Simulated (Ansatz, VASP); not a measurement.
ZnF2: VASP beside Ansatz

The input INCAR:

```
PREC = Accurate
ENCUT = 600
EDIFF = 1E-6
ISMEAR = 0
SIGMA = 0.02
LREAL = F
LASPH = T
NELM = 120
ALGO = Normal
ISIF = 2
LWAVE = F
LCHARG = T
GGA = PE
LELF = T
LVHAR = T
NBANDS = 35
GGA_COMPAT = F
```

The input KPOINTS:

```
regular mesh
0
Gamma
  6 6 8
```

File POSCAR:

```
ZnF2
1.0
    4.7048000000      0.0000000000      0.0000000000
    0.0000000000      4.7048000000      0.0000000000
    0.0000000000      0.0000000000      3.1338000000
Zn F
2 4
Direct
    0.0000000000      0.0000000000      0.0000000000
    0.5000000000      0.5000000000      0.5000000000
    0.3024000000      0.3024000000      0.0000000000
    0.1976000000      0.8024000000      0.5000000000
    0.6976000000      0.6976000000      0.0000000000
    0.8024000000      0.1976000000      0.5000000000
```

Input for Ansatz:

```yaml
crystal:
  lattice:
    - [4.7048, 0.0, 0.0]
    - [0.0, 4.7048, 0.0]
    - [0.0, 0.0, 3.1338]
  atoms:
    - { symbol: Zn, position: [0.0, 0.0, 0.0] }
    - { symbol: Zn, position: [0.5, 0.5, 0.5] }
    - { symbol: F, position: [0.3024, 0.3024, 0.0] }
    - { symbol: F, position: [0.1976, 0.8024, 0.5] }
    - { symbol: F, position: [0.6976, 0.6976, 0.0] }
    - { symbol: F, position: [0.8024, 0.1976, 0.5] }
basis:
  ecutwfc: 420
kpoints:
  mp_grid: { grid: [6, 6, 8] }
hamiltonian:
  xc: pbe
scf:
  occupations: { method: gaussian, width: 0.02 }
output:
  forces: true
  stress: true
  eigenvalues: true
  populations: true
```

Alike in both runs: task single point; functional PBE; k mesh 6 × 6 × 8; occupations gaussian, width 0.02 eV; no spin polarisation.

|  | VASP | Ansatz |
| --- | --- | --- |
| version | VASP 6.6.1 | Ansatz 0.2.0 |
| potentials or method | VASP PAW PBE potentials, release 64 (Zn, F), cutoff 600 eV | scalar-relativistic, plane waves, PAW |
| valence electrons in the cell | 52 | 52 |

|  | VASP | Ansatz | Ansatz less VASP |
| --- | --- | --- | --- |
| gap on the k mesh at the Fermi level (eV) | 3.48 | 3.55 | +0.076 |
| least direct gap on the mesh (eV) | 3.48 | 3.55 | +0.076 |
| pressure (GPa) | 6.5 | 5.9 | -0.63 |
| traceless stress, the component that is largest in VASP (GPa) | 0.52 | 0.36 | -0.159 |
| rms of the force components (eV/Å) | 0.006 | 0.009 | +0.0031 |

Atom by atom the forces differ by 0.003 eV/Å (rms over components). The functional is the same, so the differences come from potentials, cutoffs and numerics.
